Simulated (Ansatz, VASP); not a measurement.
## Two plane-wave programs on TaF3

The input INCAR:

```
SYSTEM = TaF3
PREC     = Accurate       ! precision mode
ENCUT    = 520            ! plane-wave cutoff, eV
EDIFF    = 1E-6           ! SCF threshold, eV
ISMEAR   = 0              ! smearing method
SIGMA    = 0.15           ! smearing width, eV
LREAL    = .FALSE.        ! projectors in reciprocal space
LASPH    = .TRUE.         ! aspherical terms in the spheres
NELM     = 60             ! most SCF steps
ALGO     = Normal         ! electronic algorithm
ISIF     = 2              ! what is computed and relaxed
LWAVE    = .FALSE.        ! write WAVECAR
LCHARG   = .TRUE.         ! write CHGCAR
GGA      = PS             ! functional
LELF     = .TRUE.         ! ELF
LVHAR    = .TRUE.       
NBANDS   = 24             ! bands
```

File KPOINTS:

```
Automatic mesh
0
G
  14 14 14
  0 0 0
```

File POSCAR:

```
TaF3
1.0
    4.1285126560      1.0321281640      1.0321281640
    1.0321281640      4.1285126560      1.0321281640
    1.0321281640      1.0321281640      4.1285126560
Ta F
1 3
Direct
    0.0000000000      0.0000000000      0.0000000000
    0.5000000000      0.0000000000      0.0000000000
    0.0000000000      0.5000000000      0.0000000000
    0.0000000000      0.0000000000      0.5000000000
```

Input for Ansatz:

```yaml
crystal:
  lattice:
    - [4.128512656, 1.032128164, 1.032128164]
    - [1.032128164, 4.128512656, 1.032128164]
    - [1.032128164, 1.032128164, 4.128512656]
  atoms:
    - { symbol: Ta, position: [0.0, 0.0, 0.0] }
    - { symbol: F, position: [0.5, 0.0, 0.0] }
    - { symbol: F, position: [0.0, 0.5, 0.0] }
    - { symbol: F, position: [0.0, 0.0, 0.5] }
basis:
  ecutwfc: 420
kpoints:
  mp_grid: { grid: [14, 14, 14] }
hamiltonian:
  xc: pbesol
scf:
  occupations: { method: gaussian, width: 0.15 }
output:
  forces: true
  stress: true
  eigenvalues: true
```

Alike in both runs: task single point; functional PBEsol; k mesh 14 × 14 × 14; occupations gaussian, width 0.15 eV; no spin polarisation.

|  | VASP | Ansatz |
| --- | --- | --- |
| version | VASP 6.6.1 | Ansatz 0.2.0 |
| potentials or method | VASP PAW PBE potentials, release 64 (Ta_pv, F), cutoff 520 eV | scalar-relativistic, plane waves, PAW |
| valence electrons in the cell | 32 | 34 |

|  | VASP | Ansatz | Ansatz less VASP |
| --- | --- | --- | --- |
| gap on the k mesh at the Fermi level (eV) | none | none | - |
| pressure (GPa) | -10.9 | -10.8 | +0.10 |
| traceless stress, the component that is largest in VASP (GPa) | -24.53 | -24.63 | -0.103 |

VASP's potentials were made for PBE, not for PBEsol. A gap of «none» marks a metal or a gap that the smearing closes. VASP's potentials hold 32 valence electrons a cell and Ansatz's 34, so a difference there can come from the potentials and not from the codes.

Neither program's run includes spin-orbit coupling.
